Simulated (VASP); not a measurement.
Wanted: the native input for a VASP 6.6.1 run.

* Task: single point
* Functional: PBEsol
* Potentials or basis: VASP PAW PBE potentials, release 64 (Ti_sv, Al)
* Cutoff: 520 eV
* k mesh: 14 × 14 × 14
* Occupations: gaussian, width 0.1 eV
* Spin: no spin polarisation
* Dipole correction: no
* Further INCAR settings: ALGO = Fast; EDIFF = 1e-06; NBANDS = 14

The structure of TiAl lies in POSCAR:

```
TiAl
1.0
    3.1564740767      0.0000000000      0.0000000000
    0.0000000000      3.1564740767      0.0000000000
    0.0000000000      0.0000000000      3.1564740767
Ti Al
1 1
Direct
    0.0000000000      0.0000000000      0.0000000000
    0.5000000000      0.5000000000      0.5000000000
```

One way to write it, as run:

INCAR

```
SYSTEM = TiAl
PREC = Accurate
ENCUT = 520
EDIFF = 1E-6
ISMEAR = 0
SIGMA = 0.1
LREAL = .FALSE.
LASPH = .TRUE.
NELM = 60
ALGO = Fast
ISIF = 2
LWAVE = .FALSE.
LCHARG = .FALSE.
GGA = PS
NBANDS = 14
```

KPOINTS

```
Automatic mesh
0
G
  14 14 14
  0 0 0
```

Potentials or basis: VASP PAW PBE potentials, release 64 (Ti_sv, Al).

Launch:

```bash
$ cat potpaw_PBE.64/Ti_sv/POTCAR potpaw_PBE.64/Al/POTCAR > POTCAR
$ mpirun -np 1 vasp_std > vasp.out
```

It gave:

```json
{"Pressure": "0.0 GPa"}
```

Caveat: the PAW data sets were made with another functional, which shifts forces and pressure a little.

Run time: 66 s on 1 thread of AMD EPYC 7R13 Processor (Zen 3), on a shared host, peak memory 0.15 GiB.
